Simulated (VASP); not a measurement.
A run of VASP 6.6.1:

The input INCAR:

```
PREC = Accurate
ENCUT = 600
EDIFF = 1E-6
ISMEAR = -1
SIGMA = 0.05
LREAL = False
LASPH = True
NELM = 200
ALGO = Normal
ISIF = 2
LWAVE = False
LCHARG = True
ISPIN = 2
MAGMOM = 2 0
LORBIT = 11
LMAXMIX = 4
GGA = RE
LELF = True
LVHAR = True
NBANDS = 22
GGA_COMPAT = False
```

The input KPOINTS:

```
Automatic mesh
0
Gamma
  11 11 11
```

The input POSCAR:

```
CoO
1.0
    0.0000000000      2.1026924146      2.1026924146
    2.1026924146      0.0000000000      2.1026924146
    2.1026924146      2.1026924146      0.0000000000
Co O
1 1
Direct
    0.0000000000      0.0000000000      0.0000000000
    0.5000000000      0.5000000000      0.5000000000
```

Potentials or basis: VASP PAW PBE potentials, release 64 (Co_sv, O).

Run with:

```console
$ cat potpaw_PBE.64/Co_sv/POTCAR potpaw_PBE.64/O/POTCAR > POTCAR
$ mpirun -np 1 vasp_std > vasp.out
```

Hardware: 1 thread of Intel(R) Xeon(R) 6975P-C (Granite Rapids), on a shared host.

Task: How long does it take, and how much memory?

Result: Run time: 36 s on 1 thread of Intel(R) Xeon(R) 6975P-C (Granite Rapids) (shared host), peak memory 0.17 GiB. Counts: scf iterations 15, k points 56.
